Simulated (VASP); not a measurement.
# AlH8 (P-6m2) in VASP: relaxation of cell and atoms with PBE

Aim: the relaxation of cell and atoms of AlH8 with PBE.

All numbers are computed with VASP 6.6.1; they aren't measurements. Logs are shortened: lines on timing, memory, paths and dates and some standing lists are left out, and cuts for length are marked.

## (1) The cell of the first run

It takes space group P-6m2 (No. 187, hexagonal). The conventional cell has a = 5.919 Å, b = 5.919 Å, c = 5.426 Å, α = 90.00°, β = 90.00°, γ = 120.00°. Al (site symmetry -6m2) has 3 H at 1.60 Å within 2.1 Å. Within 2.1 Å of H (site symmetry mm2) lie 1 Al at 1.60 Å. H (site symmetry 3m) has 1 H at 0.75 Å within 1.0 Å. Within 4.4 Å of H (site symmetry -6m2) lie 18 H at 3.27 to 4.14 Å and 6 Al at 4.36 Å. H (site symmetry 3m) has 1 H at 0.75 Å within 1.0 Å.

The cell was built from a structure type or drawn by symmetry, and may not be a known phase.

## (2) Relaxation of cell and atoms, PBE

File INCAR:

```
ALGO = Normal
EDIFF = 1E-7
EDIFFG = -0.01
ENCUT = 910
GGA = PE
GGA_COMPAT = False
IBRION = 2
ISIF = 3
ISMEAR = 0
LASPH = True
LCHARG = False
LREAL = False
LWAVE = False
NELM = 120
NELMIN = 4
NSW = 100
PREC = Accurate
SIGMA = 0.1
```

File KPOINTS:

```
k-points
0
Gamma
  9 9 8
```

File POSCAR:

```
AlH8
1.0
    5.9189003686      0.0000000000      0.0000000000
   -2.9594501843      5.1259180817      0.0000000000
    0.0000000000      0.0000000000      5.4256742557
Al H
1 8
Direct
    0.0000000000      0.0000000000      0.5000000000
    0.8440177310      0.1559822690      0.5000000000
    0.8440177310      0.6880354619      0.5000000000
    0.3119645381      0.1559822690      0.5000000000
    0.0000000000      0.0000000000      0.9309840628
    0.0000000000      0.0000000000      0.0690159372
    0.6666666667      0.3333333333      0.0000000000
    0.3333333333      0.6666666667      0.4310340412
    0.3333333333      0.6666666667      0.5689659588
```

Potentials or basis: VASP PAW PBE potentials, release 64 (Al, H_h).

Command:

```sh
$ cat potpaw_PBE.64/Al/POTCAR potpaw_PBE.64/H_h/POTCAR > POTCAR
$ mpirun -np 1 vasp_std > vasp.out
```

OUTCAR:

```text
EDIFF = 1E-7
   EDIFFG = -0.01
   ENCUT = 910
   GGA = PE
   IBRION = 2
   ISIF = 3
   ISMEAR = 0
   LASPH = True
   LREAL = False
   NELM = 120
   NELMIN = 4
   NSW = 100
   PREC = Accurate

 ion  position               nearest neighbor table
   1  0.000  0.000  0.500-   2 1.60   4 1.60   3 1.60
   2  0.844  0.156  0.500-   1 1.60
   3  0.844  0.688  0.500-   1 1.60
   4  0.312  0.156  0.500-   1 1.60
   5  0.000  0.000  0.931-   6 0.75
   6  0.000  0.000  0.069-   5 0.75
   7  0.667  0.333  0.000-
   8  0.333  0.667  0.431-   9 0.75
   9  0.333  0.667  0.569-   8 0.75

  LATTYP: Found a hexagonal cell.
 ALAT       =     5.9189003686
 C/A-ratio  =     0.9166692997

  Lattice vectors:

 A1 = (   5.9189003686,   0.0000000000,   0.0000000000)
 A2 = (  -2.9594501843,   5.1259180817,   0.0000000000)
 A3 = (   0.0000000000,   0.0000000000,   5.4256742557)

Analysis of symmetry for initial positions (statically):
=====================================================================
 Subroutine PRICEL returns:
 Original cell was already a primitive cell.

 Routine SETGRP: Setting up the symmetry group for a
 hexagonal supercell.

 Subroutine GETGRP returns: Found 12 space group operations
 (whereof 12 operations were pure point group operations)
 out of a pool of 24 trial point group operations.

The static configuration has the point symmetry D_3h.

Analysis of symmetry for dynamics (positions and initial velocities):
=====================================================================
 Subroutine PRICEL returns:
 Original cell was already a primitive cell.

 Routine SETGRP: Setting up the symmetry group for a
 hexagonal supercell.

 Subroutine GETGRP returns: Found 12 space group operations
 (whereof 12 operations were pure point group operations)
 out of a pool of 24 trial point group operations.

The dynamic configuration has the point symmetry D_3h.

 Subroutine INISYM returns: Found 12 space group operations
 (whereof 12 operations are pure point group operations),
 and found     1 'primitive' translations

----------------------------------------------------------------------------------------

                                     Primitive cell

  volume of cell :     164.6139

  direct lattice vectors                    reciprocal lattice vectors
     5.918900369  0.000000000  0.000000000     0.168950301  0.097543502  0.000000000
    -2.959450184  5.125918082  0.000000000     0.000000000  0.195087004  0.000000000
     0.000000000  0.000000000  5.425674256     0.000000000  0.000000000  0.184308890

  length of vectors
     5.918900369  5.918900369  5.425674256     0.195087004  0.195087004  0.184308890

  position of ions in fractional coordinates (direct lattice)
     0.000000000  0.000000000  0.500000000
     0.844017731  0.155982269  0.500000000
     0.844017731  0.688035462  0.500000000
     0.311964538  0.155982269  0.500000000
     0.000000000  0.000000000  0.930984063
     0.000000000  0.000000000  0.069015937
     0.666666667  0.333333333  0.000000000
     0.333333333  0.666666667  0.431034041
     0.333333333  0.666666667  0.568965959

  ion indices of the primitive-cell ions
   primitive index   ion index
                 1           1
                 2           2
                 3           3
                 4           4
                 5           5
                 6           6
                 7           7
                 8           8
                 9           9

----------------------------------------------------------------------------------------

 KPOINTS: k-points

Automatic generation of k-mesh.
 Grid dimensions read from file:
 generate k-points for:    9    9    8

 Generating k-lattice:

  Cartesian coordinates                     Fractional coordinates (reciprocal lattice)
     0.018772256  0.010838167  0.000000000     0.111111111  0.000000000  0.000000000
     0.000000000  0.021676334  0.000000000     0.000000000  0.111111111  0.000000000
     0.000000000  0.000000000  0.023038611     0.000000000  0.000000000  0.125000000

  Length of vectors
     0.021676334  0.021676334  0.023038611

  Shift w.r.t. Gamma in fractional coordinates (k-lattice)
     0.000000000  0.000000000  0.000000000

 Subroutine IBZKPT returns following result:
 ===========================================

 Found     60 irreducible k-points:

 Following reciprocal coordinates:
            Coordinates               Weight
  0.000000  0.000000  0.000000      1.000000
  0.111111  0.000000  0.000000      6.000000
  0.222222  0.000000  0.000000      6.000000
  0.333333  0.000000  0.000000      6.000000
  0.444444  0.000000  0.000000      6.000000
  0.111111  0.111111  0.000000      6.000000
[... 16 lines left out ...]
  0.333333  0.222222  0.125000     24.000000
  0.333333  0.333333  0.125000      4.000000
 [... further k-points ...]
   k-points           NKPTS =     60   k-points in BZ     NKDIM =     60   number of bands    NBANDS=     10
   number of dos      NEDOS =    301   number of ions     NIONS =      9
   total plane-waves  NPLWV = 194400
   dimension x,y,z NGX =    60 NGY =   60 NGZ =   54
   dimension x,y,z NGXF=   120 NGYF=  120 NGZF=  108
   ions per type =               1   8
   NGX,Y,Z   is equivalent  to a cutoff of  16.85, 16.85, 16.55 a.u.
   NGXF,Y,Z  is equivalent  to a cutoff of  33.70, 33.70, 33.09 a.u.
 SYSTEM =  unknown system
   PREC   = accura    normal or accurate (medium, high low for compatibility)
   ISTART =      0    job   : 0-new  1-cont  2-samecut
   ICHARG =      2    charge: 1-file 2-atom 10-const
   ISPIN  =      1    spin polarized calculation?
   LNONCOLLINEAR =      F non collinear calculations
   LSORBIT =      F    spin-orbit coupling
   LASPH  =      T    aspherical Exc in radial PAW
   ENCUT  =  910.0 eV  66.88 Ry    8.18 a.u.  14.56 14.56 13.35*2*pi/ulx,y,z
   NELM   =    120;   NELMIN=  4; NELMDL= -5     # of ELM steps
   EDIFF  = 0.1E-06   stopping-criterion for ELM
   LREAL  =      F    real-space projection
   EDIFFG = -.1E-01   stopping-criterion for IOM
   NSW    =    100    number of steps for IOM
   IBRION =      2    ionic relax: 0-MD 1-quasi-New 2-CG
   NFREE  =      1    steps in history (QN), initial steepest desc. (CG)
   ISIF   =      3    stress and relaxation
   ISYM   =      2    0-nonsym 1-usesym 2-fastsym
   POTIM  = 0.5000    time-step for ionic-motion
   TEBEG  =    0.0;   TEEND  =   0.0 temperature during run
   PSTRESS=    0.0 pullay stress
   NELECT =      11.0000    total number of electrons
   NUPDOWN=      -1.0000    fix difference up-down
   EMIN   =  10.00;   EMAX   =-10.00  energy-range for DOS
   EFERMI =   0.00;   METHOD = LEGACY
   ISMEAR =     0;   SIGMA  =   0.10  broadening in eV -4-tet -1-fermi 0-gaus
   EFERMI_NEDOS =   21; number of points for ismear=-14 and -15
   IALGO  =     38    algorithm
   IMIX   =      4    mixing-type and parameters
     AMIX     =   0.40;   BMIX     =  1.00
     AMIX_MAG =   1.60;   BMIX_MAG =  1.00
  volume/ion in A,a.u.               =      18.29       123.43
  Fermi-wavevector in a.u.,A,eV,Ry     =   0.664330  1.255401  6.004711  0.441334
  Thomas-Fermi vector in A             =   1.737984
   LORBIT       =      0    0 simple, 1 ext, 2 COOP (PROOUT), +10 PAW based schemes
   GGA     = PE    functional components
   LHFCALC =     F    Hartree Fock is set to
   AEXX    =    0.0000 exact exchange contribution
   IVDW    =     0    specifies the selected vdW correction
   LEPSILON=     F    determine dielectric tensor
   LRPA    =     F    only Hartree local field effects (RPA)
 conjugate gradient relaxation of ions
 non-spin polarized calculation
 Gauss-broadening in eV      SIGMA  =   0.10
  energy-cutoff  :      910.00
  volume of cell :      164.61
 maximum number of plane-waves:     10311
 NGX is ok and might be reduce to    60
   NGX = 29   NGY = 29   NGZ = 27

 number of electron      11.0000000 magnetization

 Free energy of the ion-electron system (eV)
  ---------------------------------------------------
  ext. energy  EPLUGINS =         0.00000000
  ---------------------------------------------------
  free energy    TOTEN  =       -26.05740620 eV

  energy without entropy =      -26.02688635  energy(sigma->0) =      -26.04214627

 E-fermi :  -3.9075     XC(G=0):  -5.1041

 val. band max:       -3.9084199049   @ k =   0.2222   0.1111   0.2500
 cond. band min:      -3.8957675886   @ k =   0.3333   0.0000   0.2500
 fundamental gap:      0.0126523163
 Fermi energy:        -3.9074959058

 k-point     1 :       0.0000    0.0000    0.0000
  band No.  band energies     occupation
      1     -10.5669      2.00000
      2      -8.5521      2.00000
      3      -7.2285      2.00000
      4      -5.0660      2.00000
      5      -5.0660      2.00000
      6      -3.9570      1.51616
      7      -1.7682      0.00000
      8       2.1217      0.00000
      9       2.1217      0.00000
     10       2.1465      0.00000

 k-point     2 :       0.1111    0.0000    0.0000
  band No.  band energies     occupation
      1     -10.5603      2.00000
      2      -8.5329      2.00000
      3      -7.2556      2.00000
      4      -5.1337      2.00000
      5      -5.0739      2.00000
      6      -3.9211      1.15236
      7      -1.7541      0.00000
      8       2.0907      0.00000
      9       2.2014      0.00000
     10       2.3200      0.00000

 k-point     3 :       0.2222    0.0000    0.0000
  band No.  band energies     occupation
      1     -10.5436      2.00000
      2      -8.4786      2.00000
      3      -7.3306      2.00000
      4      -5.2865      2.00000
      5      -5.0936      2.00000
      6      -3.8453      0.37904
      7      -1.7176      0.00000
      8       2.1181      0.00000
      9       2.4157      0.00000
     10       2.6459      0.00000

 k-point     4 :       0.3333    0.0000    0.0000
  band No.  band energies     occupation
      1     -10.5244      2.00000
      2      -8.4036      2.00000
      3      -7.4310      2.00000
      4      -5.4374      2.00000
      5      -5.1156      2.00000
      6      -3.7762      0.06341
      7      -1.6745      0.00000
      8       2.1300      0.00000
      9       2.6829      0.00000
     10       3.0465      0.00000
[... 222 lines left out ...]
 k-point    22 :       0.2222    0.2222    0.1250
  band No.  band energies     occupation
      1     -10.4780      2.00000
      2      -8.3786      2.00000
      3      -7.5684      2.00000
      4      -5.5488      2.00000
      5      -5.0471      2.00000
      6      -3.7916      0.10133
      7      -1.4201      0.00000
      8       2.0318      0.00000
      9       2.4996      0.00000
     10       3.2769      0.00000

 k-point    23 :       0.3333    0.2222    0.1250
  band No.  band energies     occupation
      1     -10.4691      2.00000
      2      -8.3173      2.00000
      3      -7.6379      2.00000
      4      -5.6453      2.00000
      5      -5.0256      2.00000
      6      -3.7684      0.04920
      7      -1.4003      0.00000
      8       1.9460      0.00000
      9       2.7484      0.00000
     10       3.3100      0.00000

 k-point    24 :       0.3333    0.3333    0.1250
  band No.  band energies     occupation
      1     -10.4660      2.00000
      2      -8.2938      2.00000
      3      -7.6611      2.00000
      4      -5.6956      2.00000
      5      -5.0010      2.00000
      6      -3.7620      0.03959
      7      -1.3932      0.00000
      8       1.9179      0.00000
      9       2.9675      0.00000
     10       3.2668      0.00000

 [... further k-points ...]

------------------------ aborting loop because EDIFF is reached ----------------------------------------

  FORCE on cell =-STRESS in cart. coord.  units (eV):
  Direction    XX          YY          ZZ          XY          YZ          ZX
  --------------------------------------------------------------------------------------
  -------------------------------------------------------------------------------------
  Total        0.0759791      0.0759791      0.0154176      0.0000000      0.0000000      0.0000000
  in kB        0.7395007      0.7395007      0.1500589      0.0000000      0.0000000      0.0000000
  external PRESSURE =       0.5430201 kB  Pullay stress =       0.0000000 kB

 VOLUME and BASIS-vectors are now :
 -----------------------------------------------------------------------------
  energy-cutoff  :      910.00
  volume of cell :      164.61
      direct lattice vectors                 reciprocal lattice vectors
     5.918900369  0.000000000  0.000000000     0.168950301  0.097543502  0.000000000
    -2.959450184  5.125918082  0.000000000     0.000000000  0.195087004  0.000000000
     0.000000000  0.000000000  5.425674256     0.000000000  0.000000000  0.184308890

 POSITION                                       TOTAL-FORCE (eV/Angst)
 -----------------------------------------------------------------------------------
      0.00000      0.00000      2.71284         0.000000     -0.000000      0.000000
      4.53404      0.79955      2.71284         0.003647     -0.002106      0.000000
      2.95945      3.52681      2.71284         0.000000      0.004212      0.000000
      1.38487      0.79955      2.71284        -0.003647     -0.002106      0.000000
      0.00000      0.00000      5.05122         0.000000     -0.000000      0.002700
      0.00000      0.00000      0.37446         0.000000     -0.000000     -0.002700
      2.95945      1.70864      0.00000         0.000000     -0.000000      0.000000
     -0.00000      3.41728      2.33865         0.000000      0.000000      0.004681
     -0.00000      3.41728      3.08702         0.000000      0.000000     -0.004681
 -----------------------------------------------------------------------------------
    total drift:                                0.000000     -0.000000     -0.000000

  FREE ENERGIE OF THE ION-ELECTRON SYSTEM (eV)
  ---------------------------------------------------
  free  energy   TOTEN  =       -26.0574061988 eV

  energy  without entropy=      -26.0268863467  energy(sigma->0) =      -26.04214627

 reached required accuracy - stopping structural energy minimisation
```

Run time: 2.2 min. Hardware: 1 thread of Intel Xeon 6975P-C (Granite Rapids), shared host; peak memory 0.55 GiB.

Results:

- Free energy: -26.0574 eV
- Pressure after relaxing: 0.1 GPa
- Largest force after relaxing: 0.005 eV/Å
- Band gap on the k mesh: zero (an odd number of electrons rules out a gap without spin polarisation)

Forces in eV/Å, atoms in the order of the input:
```
Al   0.000  0.000  0.000
H    0.004 -0.002  0.000
H    0.000  0.004  0.000
H   -0.004 -0.002  0.000
H    0.000  0.000  0.003
H    0.000  0.000 -0.003
H    0.000  0.000  0.000
H    0.000  0.000  0.005
H    0.000  0.000 -0.005
```

Final structure:
```yaml
crystal:
  lattice:
    - [5.91890, 0.00000, 0.00000]
    - [-2.95945, 5.12592, 0.00000]
    - [0.00000, 0.00000, 5.42567]
  atoms:
    - { symbol: Al, position: [0.00000, 0.00000, 0.50000] }
    - { symbol: H, position: [0.84402, 0.15598, 0.50000] }
    - { symbol: H, position: [0.84402, 0.68804, 0.50000] }
    - { symbol: H, position: [0.31196, 0.15598, 0.50000] }
    - { symbol: H, position: [0.00000, 0.00000, 0.93098] }
    - { symbol: H, position: [0.00000, 0.00000, 0.06902] }
    - { symbol: H, position: [0.66667, 0.33333, 0.00000] }
    - { symbol: H, position: [0.33333, 0.66667, 0.43103] }
    - { symbol: H, position: [0.33333, 0.66667, 0.56897] }
```

Levels at points of the mesh, in eV from the Fermi level:
| k point | band 4 | band 5 | band 6 | band 7 | band 8 | band 9 |
| --- | --- | --- | --- | --- | --- | --- |
| (0.00, 0.00, 0.00) | -1.16 | -1.16 | -0.05 | 2.14 | 6.03 | 6.03 |
| (0.00, 0.00, 0.50) | -1.12 | -1.12 | -0.10 | 4.43 | 4.67 | 6.42 |

Caveat: the relaxation stopped at its first step, so nothing moved.
